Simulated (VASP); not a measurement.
## Ag: single point with PBEsol

Ag:

```
Ag
1.0
     0.02043    2.05332    2.05332
     2.05332    0.02043    2.05332
     2.05332    2.05332    0.02043
Ag
1
Direct
  0.00000 0.00000 0.00000
```

This cell differs from its parent crystal: equal xy, yz and zx shear strains of +1 %.

| Item | Value |
| --- | --- |
| Program | VASP 6.6.1 |
| Task | single point |
| Functional | PBEsol |
| Potentials or basis | VASP PAW PBE potentials, release 64 (Ag) |
| Cutoff | 520 eV |
| k mesh | 15 × 15 × 15 |
| Occupations | fermi-dirac, width 0.03 eV |
| Spin | no spin polarisation |

| Item | Value |
| --- | --- |
| Pressure | -2.9 GPa |

Stress tensor (GPa, compression positive):
```
-2.91 -0.17 -0.17
-0.17 -2.91 -0.17
-0.17 -0.17 -2.91
```

Levels at points of the mesh, in eV from the Fermi level:
| k point | band 4 | band 5 | band 6 | band 7 | band 8 | band 9 |
| --- | --- | --- | --- | --- | --- | --- |
| (0.00, 0.00, 0.00) | -4.86 | -3.85 | -3.85 | 15.85 | 19.11 | 19.61 |

It took 40 s on 1 thread of Intel(R) Xeon(R) Platinum 8375C CPU @ 2.90GHz (Ice Lake), with other jobs on the host, peak memory 0.19 GiB.

Caveat: the cell differs from its parent crystal (equal xy, yz and zx shear strains of +1 %); the PAW data sets were made with another functional, which shifts forces and pressure a little.
